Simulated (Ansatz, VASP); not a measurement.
## Zr2B3: VASP beside Ansatz

Contents of INCAR:

```
SYSTEM = Zr2B3
  ALGO = Normal
  EDIFF = 1E-6
  ENCUT = 520
  GGA = PE
  ISIF = 2
  ISMEAR = 0
  LASPH = .TRUE.
  LCHARG = .FALSE.
  LREAL = .FALSE.
  LWAVE = .FALSE.
  NBANDS = 44
  NELM = 60
  PREC = Accurate
  SIGMA = 0.1
```

KPOINTS

```
k-points
0
G
  6 4 4
  0 0 0
```

The input POSCAR:

```
Zr2B3
1.0
    3.6807987259      0.0000000000      0.0000000000
   -1.6014765372      4.6363172566      0.0000000000
   -1.1126682552     -0.5226038361      7.1832035919
Zr B
4 6
Direct
    0.7869219880      0.6833065803      0.6494946439
    0.9087617273      0.7281666446      0.1172342099
    0.2130780120      0.3166934197      0.3505053561
    0.0912382727      0.2718333554      0.8827657901
    0.7177821770      0.1548155162      0.5316505652
    0.5879577466      0.1200099075      0.1042789259
    0.2822178230      0.8451844838      0.4683494348
    0.4120422534      0.8799900925      0.8957210741
    0.4299378988      0.0482664486      0.6859953303
    0.5700621012      0.9517335514      0.3140046697
```

Input for Ansatz:

```yaml
crystal:
  lattice:
    - [3.6807987259, 0.0, 0.0]
    - [-1.6014765372, 4.6363172566, 0.0]
    - [-1.1126682552, -0.5226038361, 7.1832035919]
  atoms:
    - { symbol: Zr, position: [0.786921988, 0.6833065803, 0.6494946439] }
    - { symbol: Zr, position: [0.9087617273, 0.7281666446, 0.1172342099] }
    - { symbol: Zr, position: [0.213078012, 0.3166934197, 0.3505053561] }
    - { symbol: Zr, position: [0.0912382727, 0.2718333554, 0.8827657901] }
    - { symbol: B, position: [0.717782177, 0.1548155162, 0.5316505652] }
    - { symbol: B, position: [0.5879577466, 0.1200099075, 0.1042789259] }
    - { symbol: B, position: [0.282217823, 0.8451844838, 0.4683494348] }
    - { symbol: B, position: [0.4120422534, 0.8799900925, 0.8957210741] }
    - { symbol: B, position: [0.4299378988, 0.0482664486, 0.6859953303] }
    - { symbol: B, position: [0.5700621012, 0.9517335514, 0.3140046697] }
basis:
  ecutwfc: 420
kpoints:
  mp_grid: { grid: [6, 4, 4] }
hamiltonian:
  xc: pbe
scf:
  occupations: { method: gaussian, width: 0.1 }
  lower_state_search: "off"
output:
  forces: true
  stress: true
  eigenvalues: true
```

Change from the starting cell: the structure that the rattled cell fell into.

Alike in both runs: task single point; functional PBE; k mesh 6 × 4 × 4; occupations gaussian, width 0.1 eV; no spin polarisation.

```csv
,VASP,Ansatz
version,VASP 6.6.1,Ansatz 0.2.0
potentials or method,"VASP PAW PBE potentials, release 64 (Zr_sv, B), cutoff 520 eV","scalar-relativistic, plane waves, PAW"
valence electrons in the cell,66,66
```

```csv
,VASP,Ansatz,Ansatz less VASP
gap on the k mesh at the Fermi level (eV),none,none,-
pressure (GPa),0.8,0.7,-0.11
"traceless stress, the component that is largest in VASP (GPa)",1.06,1.07,+0.008
rms of the force components (eV/Å),0.021,0.021,+0.0001
```

Atom by atom the forces differ by 0.005 eV/Å (rms over components). A gap of «none» marks a metal or a gap that the smearing closes. The functional is the same, so the differences come from potentials, cutoffs and numerics.
